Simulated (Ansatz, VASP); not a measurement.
**Ti: VASP beside Ansatz**

INCAR

```
ALGO = Normal ; EDIFF = 1E-6
ENCUT = 520 ; GGA = PE
ISIF = 2 ; ISMEAR = 0
LASPH = T ; LCHARG = F
LREAL = F ; LWAVE = F
NBANDS = 19 ; NELM = 100
PREC = Accurate ; SIGMA = 0.011
```

Contents of KPOINTS:

```
k-points
0
Gamma
  10 10 6
```

POSCAR

```
Ti
1.0
    2.9500000000      0.0000000000      0.0000000000
   -1.4750000000      2.5547749412      0.0000000000
    0.0000000000      0.0000000000      4.6800000000
Ti
2
Direct
    0.6666666667      0.3333333333      0.7500000000
    0.3333333333      0.6666666667      0.2500000000
```

File input.yaml:

```yaml
crystal:
  lattice:
    - [2.95, 0.0, 0.0]
    - [-1.475, 2.5547749412, 0.0]
    - [0.0, 0.0, 4.68]
  atoms:
    - { symbol: Ti, position: [0.6666666667, 0.3333333333, 0.75] }
    - { symbol: Ti, position: [0.3333333333, 0.6666666667, 0.25] }
kpoints:
  mp_grid: { grid: [10, 10, 6] }
scf:
  occupations: { method: gaussian, width: 0.011 }
hamiltonian:
  xc: pbe
  pseudopotentials: { kind: all_electron, lapw: { basis_error: 0.001 } }
output:
  forces: true
  stress: true
  eigenvalues: true
```

Alike in both runs: task single point; functional PBE; k mesh 10 × 10 × 6; occupations gaussian, width 0.011 eV; no spin polarisation.

|  | VASP | Ansatz |
| --- | --- | --- |
| version | VASP 6.6.1 | Ansatz 0.2.0 |
| potentials or method | VASP PAW PBE potentials, release 64 (Ti_sv), cutoff 520 eV | all-electron LAPW, scalar-relativistic |

|  | VASP | Ansatz | Ansatz less VASP |
| --- | --- | --- | --- |
| gap on the k mesh at the Fermi level (eV) | none | none | - |
| pressure (GPa) | -1.7 | -1.4 | +0.22 |
| traceless stress, the component that is largest in VASP (GPa) | -0.20 | -0.20 | +0.003 |

A gap of «none» marks a metal or a gap that the smearing closes. Ansatz ran all-electron here, and VASP with PAW potentials.
